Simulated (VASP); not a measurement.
# InP (I4/mmm) in VASP: further runs

The runs below take InP through single point, with PBE.

All numbers are computed with VASP 6.6.1; they aren't measurements. Logs are shortened: lines on timing, memory, paths and dates and some standing lists are left out, and cuts for length are marked.

### 1 The cell of the first run

The structure is tetragonal, space group I4/mmm (No. 139). Conventional cell: a = 4.386 Å, b = 4.386 Å, c = 4.838 Å, α = 90.00°, β = 90.00°, γ = 90.00°. In (site symmetry 4/mmm) has 6 P at 2.42 to 3.10 Å within 3.2 Å. P (site symmetry 4/mmm) has 6 In at 2.42 to 3.10 Å within 3.2 Å.

### 2 Single point, PBE

Contents of INCAR:

```
ALGO = Normal
EDIFF = 1E-6
ENCUT = 520
GGA = PE
ISIF = 2
ISMEAR = 0
LASPH = True
LCHARG = False
LREAL = False
LWAVE = False
NBANDS = 16
NELM = 60
PREC = Accurate
SIGMA = 0.15
```

Contents of KPOINTS:

```
k-points
0
Gamma
  16 16 16
```

Contents of POSCAR:

```
InP
1.0
    0.0000000000      3.1015199451      2.4191855572
    3.1015199451      0.0000000000      2.4191855572
    3.1015199451      3.1015199451      0.0000000000
In P
1 1
Direct
    0.0000000000      0.0000000000      0.0000000000
    0.5000000000      0.5000000000      0.5000000000
```

Potentials or basis: VASP PAW PBE potentials, release 64 (In_d, P).

Run with:

```console
cat potpaw_PBE.64/In_d/POTCAR potpaw_PBE.64/P/POTCAR > POTCAR
mpirun -np 1 vasp_std > vasp.out
```

OUTCAR:

```text
EDIFF = 1E-6
   ENCUT = 520
   GGA = PE
   ISIF = 2
   ISMEAR = 0
   LASPH = True
   LREAL = False
   NELM = 60
   PREC = Accurate

 ion  position               nearest neighbor table
   1  0.000  0.000  0.000-   2 2.42   2 2.42   2 3.10   2 3.10   2 3.10   2 3.10
   2  0.500  0.500  0.500-   1 2.42   1 2.42   1 3.10   1 3.10   1 3.10   1 3.10

  LATTYP: Found a body centered tetragonal cell.
 ALAT       =     4.3862115703
 C/A-ratio  =     1.1030865787

  Lattice vectors:

 A1 = (   0.0000000000,  -3.1015199451,  -2.4191855572)
 A2 = (   0.0000000000,   3.1015199451,  -2.4191855572)
 A3 = (   3.1015199451,   0.0000000000,   2.4191855572)

Analysis of symmetry for initial positions (statically):
=====================================================================
 Subroutine PRICEL returns:
 Original cell was already a primitive cell.

 Routine SETGRP: Setting up the symmetry group for a
 body centered tetragonal supercell.

 Subroutine GETGRP returns: Found 16 space group operations
 (whereof 16 operations were pure point group operations)
 out of a pool of 16 trial point group operations.

The static configuration has the point symmetry D_4h.

Analysis of symmetry for dynamics (positions and initial velocities):
=====================================================================
 Subroutine PRICEL returns:
 Original cell was already a primitive cell.

 Routine SETGRP: Setting up the symmetry group for a
 body centered tetragonal supercell.

 Subroutine GETGRP returns: Found 16 space group operations
 (whereof 16 operations were pure point group operations)
 out of a pool of 16 trial point group operations.

The dynamic configuration has the point symmetry D_4h.

 Subroutine INISYM returns: Found 16 space group operations
 (whereof 16 operations are pure point group operations),
 and found     1 'primitive' translations

----------------------------------------------------------------------------------------

                                     Primitive cell

  volume of cell :      46.5424

  direct lattice vectors                    reciprocal lattice vectors
     0.000000000  3.101519945  2.419185557    -0.161211280  0.161211280  0.206681128
     3.101519945  0.000000000  2.419185557     0.161211280 -0.161211280  0.206681128
     3.101519945  3.101519945  0.000000000     0.161211280  0.161211280 -0.206681128

  length of vectors
     3.933431673  3.933431673  4.386211570     0.307725921  0.307725921  0.307725921

  position of ions in fractional coordinates (direct lattice)
     0.000000000  0.000000000  0.000000000
     0.500000000  0.500000000  0.500000000

  ion indices of the primitive-cell ions
   primitive index   ion index
                 1           1
                 2           2

----------------------------------------------------------------------------------------

 KPOINTS: k-points

Automatic generation of k-mesh.
 Grid dimensions read from file:
 generate k-points for:   16   16   16

 Generating k-lattice:

  Cartesian coordinates                     Fractional coordinates (reciprocal lattice)
    -0.010075705  0.010075705  0.012917571     0.062500000  0.000000000  0.000000000
     0.010075705 -0.010075705  0.012917571     0.000000000  0.062500000  0.000000000
     0.010075705  0.010075705 -0.012917571     0.000000000  0.000000000  0.062500000

  Length of vectors
     0.019232870  0.019232870  0.019232870

  Shift w.r.t. Gamma in fractional coordinates (k-lattice)
     0.000000000  0.000000000  0.000000000

 Subroutine IBZKPT returns following result:
 ===========================================

 Found    349 irreducible k-points:

 Following reciprocal coordinates:
            Coordinates               Weight
  0.000000  0.000000  0.000000      1.000000
  0.062500 -0.000000  0.000000      8.000000
  0.125000 -0.000000  0.000000      8.000000
  0.187500 -0.000000  0.000000      8.000000
  0.250000 -0.000000  0.000000      8.000000
  0.312500  0.000000  0.000000      8.000000
[... 16 lines left out ...]
 -0.125000  0.062500  0.000000      8.000000
 -0.062500  0.062500  0.000000      4.000000
 [... further k-points ...]
   k-points           NKPTS =    349   k-points in BZ     NKDIM =    349   number of bands    NBANDS=     16
   number of dos      NEDOS =    301   number of ions     NIONS =      2
   total plane-waves  NPLWV =  32400
   dimension x,y,z NGX =    30 NGY =   30 NGZ =   36
   dimension x,y,z NGXF=    60 NGYF=   60 NGZF=   72
   ions per type =               1   1
   NGX,Y,Z   is equivalent  to a cutoff of  12.68, 12.68, 13.64 a.u.
   NGXF,Y,Z  is equivalent  to a cutoff of  25.36, 25.36, 27.29 a.u.
 SYSTEM =  unknown system
   PREC   = accura    normal or accurate (medium, high low for compatibility)
   ISTART =      0    job   : 0-new  1-cont  2-samecut
   ICHARG =      2    charge: 1-file 2-atom 10-const
   ISPIN  =      1    spin polarized calculation?
   LNONCOLLINEAR =      F non collinear calculations
   LSORBIT =      F    spin-orbit coupling
   LASPH  =      T    aspherical Exc in radial PAW
   ENCUT  =  520.0 eV  38.22 Ry    6.18 a.u.   7.31  7.31  8.16*2*pi/ulx,y,z
   NELM   =     60;   NELMIN=  2; NELMDL= -5     # of ELM steps
   EDIFF  = 0.1E-05   stopping-criterion for ELM
   LREAL  =      F    real-space projection
   EDIFFG = 0.1E-04   stopping-criterion for IOM
   NSW    =      0    number of steps for IOM
   IBRION =     -1    ionic relax: 0-MD 1-quasi-New 2-CG
   NFREE  =      0    steps in history (QN), initial steepest desc. (CG)
   ISIF   =      2    stress and relaxation
   ISYM   =      2    0-nonsym 1-usesym 2-fastsym
   POTIM  = 0.5000    time-step for ionic-motion
   TEBEG  =    0.0;   TEEND  =   0.0 temperature during run
   PSTRESS=    0.0 pullay stress
   NELECT =      18.0000    total number of electrons
   NUPDOWN=      -1.0000    fix difference up-down
   EMIN   =  10.00;   EMAX   =-10.00  energy-range for DOS
   EFERMI =   0.00;   METHOD = LEGACY
   ISMEAR =     0;   SIGMA  =   0.15  broadening in eV -4-tet -1-fermi 0-gaus
   EFERMI_NEDOS =   21; number of points for ismear=-14 and -15
   IALGO  =     38    algorithm
   IMIX   =      4    mixing-type and parameters
     AMIX     =   0.40;   BMIX     =  1.00
     AMIX_MAG =   1.60;   BMIX_MAG =  1.00
  volume/ion in A,a.u.               =      23.27       157.04
  Fermi-wavevector in a.u.,A,eV,Ry     =   1.192750  2.253971 19.356375  1.422653
  Thomas-Fermi vector in A             =   2.328781
   LORBIT       =      0    0 simple, 1 ext, 2 COOP (PROOUT), +10 PAW based schemes
   GGA     = PE    functional components
   LHFCALC =     F    Hartree Fock is set to
   AEXX    =    0.0000 exact exchange contribution
   IVDW    =     0    specifies the selected vdW correction
   LEPSILON=     F    determine dielectric tensor
   LRPA    =     F    only Hartree local field effects (RPA)
 non-spin polarized calculation
 Gauss-broadening in eV      SIGMA  =   0.15
  energy-cutoff  :      520.00
  volume of cell :       46.54
 maximum number of plane-waves:      1277
 NGX is ok and might be reduce to    30

 number of electron      17.9999998 magnetization

 Free energy of the ion-electron system (eV)
  ---------------------------------------------------
  ext. energy  EPLUGINS =         0.00000000
  ---------------------------------------------------
  free energy    TOTEN  =        -7.26874452 eV

  energy without entropy =       -7.25347488  energy(sigma->0) =       -7.26110970

 E-fermi :   5.9543     XC(G=0):  -9.9003

 val. band max:        5.9509957654   @ k =  -0.1875   0.0000   0.0625
 cond. band min:       5.9553399453   @ k =  -0.3750   0.2500   0.0000
 fundamental gap:      0.0043441800
 Fermi energy:         5.9542773268

 k-point     1 :       0.0000    0.0000    0.0000
  band No.  band energies     occupation
      1      -8.7338      2.00000
      2      -8.4002      2.00000
      3      -8.4002      2.00000
      4      -8.3677      2.00000
      5      -8.3100      2.00000
      6      -5.4254      2.00000
[... 8 lines left out ...]
     15      13.7836      0.00000
     16      14.4826      0.00000

 k-point     2 :       0.0625   -0.0000    0.0000
  band No.  band energies     occupation
      1      -8.7293      2.00000
      2      -8.3990      2.00000
      3      -8.3988      2.00000
      4      -8.3666      2.00000
      5      -8.3104      2.00000
      6      -5.3898      2.00000
[... 8 lines left out ...]
     15      14.1986      0.00000
     16      14.3115      0.00000

 k-point     3 :       0.1250   -0.0000    0.0000
  band No.  band energies     occupation
      1      -8.7169      2.00000
      2      -8.3971      2.00000
      3      -8.3959      2.00000
      4      -8.3612      2.00000
      5      -8.3113      2.00000
      6      -5.2828      2.00000
[... 8 lines left out ...]
     15      14.1426      0.00000
     16      15.1436      0.00000

 k-point     4 :       0.1875   -0.0000    0.0000
  band No.  band energies     occupation
      1      -8.6994      2.00000
      2      -8.3990      2.00000
      3      -8.3918      2.00000
      4      -8.3487      2.00000
      5      -8.3124      2.00000
      6      -5.1055      2.00000
[... 8 lines left out ...]
     15      14.2055      0.00000
     16      16.1874      0.00000
[... 324 lines left out ...]
 k-point    22 :      -0.1875    0.0625    0.0000
  band No.  band energies     occupation
      1      -8.7340      2.00000
      2      -8.3943      2.00000
      3      -8.3899      2.00000
      4      -8.3514      2.00000
      5      -8.3100      2.00000
      6      -4.9984      2.00000
[... 8 lines left out ...]
     15      15.1860      0.00000
     16      17.0358      0.00000

 k-point    23 :      -0.1250    0.0625    0.0000
  band No.  band energies     occupation
      1      -8.7411      2.00000
      2      -8.3944      2.00000
      3      -8.3928      2.00000
      4      -8.3636      2.00000
      5      -8.3093      2.00000
      6      -5.1959      2.00000
[... 8 lines left out ...]
     15      14.9996      0.00000
     16      15.8953      0.00000

 k-point    24 :      -0.0625    0.0625    0.0000
  band No.  band energies     occupation
      1      -8.7398      2.00000
      2      -8.3977      2.00000
      3      -8.3961      2.00000
      4      -8.3672      2.00000
      5      -8.3094      2.00000
      6      -5.3276      2.00000
[... 8 lines left out ...]
     15      14.7940      0.00000
     16      14.9234      0.00000

 [... further k-points ...]
[... 5 lines left out ...]
  --------------------------------------------------------------------------------------
  -------------------------------------------------------------------------------------
  Total       -1.9729104     -1.9729104      6.4356673      0.0000000      0.0000000      0.0000000
  in kB      -67.9156114    -67.9156114    221.5418771      0.0000000      0.0000000      0.0000000
  external PRESSURE =      28.5702181 kB  Pullay stress =       0.0000000 kB

 VOLUME and BASIS-vectors are now :
 -----------------------------------------------------------------------------
  energy-cutoff  :      520.00
  volume of cell :       46.54
      direct lattice vectors                 reciprocal lattice vectors
     0.000000000  3.101519945  2.419185557    -0.161211280  0.161211280  0.206681128
     3.101519945  0.000000000  2.419185557     0.161211280 -0.161211280  0.206681128
     3.101519945  3.101519945  0.000000000     0.161211280  0.161211280 -0.206681128

 POSITION                                       TOTAL-FORCE (eV/Angst)
 -----------------------------------------------------------------------------------
      0.00000      0.00000      0.00000         0.000000      0.000000      0.000000
      3.10152      3.10152      2.41919         0.000000      0.000000     -0.000000
 -----------------------------------------------------------------------------------
    total drift:                               -0.000000      0.000000      0.000000

  FREE ENERGIE OF THE ION-ELECTRON SYSTEM (eV)
  ---------------------------------------------------
  free  energy   TOTEN  =        -7.2687445176 eV

  energy  without entropy=       -7.2534748760  energy(sigma->0) =       -7.26110970
```

Run time: 3.8 min. Hardware: 1 thread of Intel Xeon 6975P-C, shared host; peak memory 0.37 GiB.

Results:

- Free energy: -7.2687 eV
- Pressure: 2.9 GPa
- Band gap on the k mesh: zero (band 9 reaches 6.32 eV, above the bottom of band 10 at 3.20 eV)

Levels at points of the mesh, in eV from the Fermi level:
```csv
k point,band 7,band 8,band 9,band 10,band 11,band 12
"(0.00, 0.00, 0.00)",-1.88,0.36,0.36,0.39,6.07,6.07
"(0.50, 0.00, 0.00)",-6.42,-0.28,0.10,1.70,2.50,5.78
"(0.50, 0.50, 0.00)",-4.48,-2.87,-2.75,-2.75,3.41,8.59
"(0.50, 0.00, 0.50)",-4.49,-3.07,-1.40,-0.39,4.77,6.37
```

Caveat: spin-orbit coupling is left out, which moves the levels of the heavy elements.

### 3 Single point, PBE

This run uses another cell than the first one, of the same volume but with other edges.

Contents of INCAR:

```
SYSTEM = InP
PREC = Accurate ; ENCUT = 520
EDIFF = 1E-7 ; ISMEAR = 0
SIGMA = 0.15 ; LREAL = .FALSE.
LASPH = .TRUE. ; NELM = 100
ALGO = Normal ; ISIF = 2
LWAVE = .FALSE. ; LCHARG = .FALSE.
GGA = PE ; NBANDS = 16
```

Contents of KPOINTS:

```
regular mesh
0
G
  16 16 16
  0 0 0
```

Contents of POSCAR:

```
InP
1.0
    0.0000000000      2.6159232338      3.4007002039
    2.6159232338      0.0000000000      3.4007002039
    2.6159232338      2.6159232338      0.0000000000
In P
1 1
Direct
    0.0000000000      0.0000000000      0.0000000000
    0.5000000000      0.5000000000      0.5000000000
```

Potentials or basis: VASP PAW PBE potentials, release 64 (In_d, P).

Run with:

```console
cat potpaw_PBE.64/In_d/POTCAR potpaw_PBE.64/P/POTCAR > POTCAR
mpirun -np 1 vasp_std > vasp.out
```

It took 2.8 min on 1 thread of Intel Xeon 6975P-C, shared host; peak memory 0.37 GiB.

It converged, with:

- Free energy: -7.5347 eV
- Pressure: 1.2 GPa
- Band gap on the k mesh: zero (band 9 reaches 6.68 eV, above the bottom of band 10 at 4.77 eV)

Stress tensor (GPa, compression positive):
```
 5.13  0.00  0.00
 0.00  5.13  0.00
 0.00  0.00 -6.55
```

Levels at points of the mesh, in eV from the Fermi level:
| k point | band 6 | band 7 | band 8 | band 9 | band 10 | band 11 | band 12 | band 13 |
| --- | --- | --- | --- | --- | --- | --- | --- | --- |
| (0.00, 0.00, 0.00) | -11.59 | -0.94 | -0.94 | 0.02 | 0.33 | 5.32 | 6.12 | 6.26 |
| (0.50, 0.00, 0.00) | -9.91 | -6.56 | -0.55 | 0.67 | 1.49 | 3.88 | 4.26 | 5.48 |
| (0.50, 0.50, 0.00) | -10.35 | -4.35 | -1.63 | -1.63 | -0.65 | 4.70 | 7.63 | 10.39 |
| (0.50, 0.00, 0.50) | -8.13 | -4.71 | -3.76 | -3.02 | -1.00 | 4.00 | 5.86 | 9.50 |

Caveat: spin-orbit coupling is left out, which moves the levels of the heavy elements.

[end of part 1 of 2]
